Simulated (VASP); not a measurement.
Set up this calculation in VASP 6.6.1, as the native input.

```yaml
Task: single point
Functional: PBE
Potentials_or_basis: VASP PAW PBE potentials, release 64 (Yb, B)
Cutoff: 520 eV
k_mesh: 21 × 21 × 16
Occupations: gaussian, width 0.03 eV
Spin: no spin polarisation
Dipole_correction: no
Further_INCAR_settings: ALGO = Normal; EDIFF = 1e-06; NBANDS = 22
```

The structure of YbB2 lies in POSCAR:

```
YbB2
1.0
    3.1345782579      0.0000000000      0.0000000000
   -1.5672891290      2.7146244014      0.0000000000
    0.0000000000      0.0000000000      3.7139829037
Yb B
1 2
Direct
    0.0000000000      0.0000000000      0.0000000000
    0.3333333333      0.6666666667      0.5000000000
    0.6666666667      0.3333333333      0.5000000000
```

The input as run:

INCAR

```
PREC     = Accurate       # precision mode
ENCUT    = 520            # plane-wave cutoff, eV
EDIFF    = 1E-6           # SCF threshold, eV
ISMEAR   = 0              # smearing method
SIGMA    = 0.03           # smearing width, eV
LREAL    = False          # projectors in reciprocal space
LASPH    = True           # aspherical terms in the spheres
NELM     = 100            # most SCF steps
ALGO     = Normal         # electronic algorithm
ISIF     = 2              # what is computed and relaxed
LWAVE    = False          # write WAVECAR
LCHARG   = False          # write CHGCAR
GGA      = PE             # functional
NBANDS   = 22             # bands
```

KPOINTS

```
regular mesh
0
Gamma
  21 21 16
```

Potentials or basis: VASP PAW PBE potentials, release 64 (Yb, B).

Command:

```console
$ cat potpaw_PBE.64/Yb/POTCAR potpaw_PBE.64/B/POTCAR > POTCAR
$ mpirun -np 1 vasp_std > vasp.out
```

Results of the run:

```
Pressure               : 16.5 GPa
Band gap on the k mesh : zero (bands 15 and 16 overlap by 1.42 eV)
```

Caveat: the cell stands under pressure; spin-orbit coupling is left out, which moves the levels of the heavy elements.

Wall time 6.9 min on 1 thread of Intel(R) Xeon(R) Platinum 8488C (Sapphire Rapids), with other jobs on the host, peak memory 0.43 GiB.
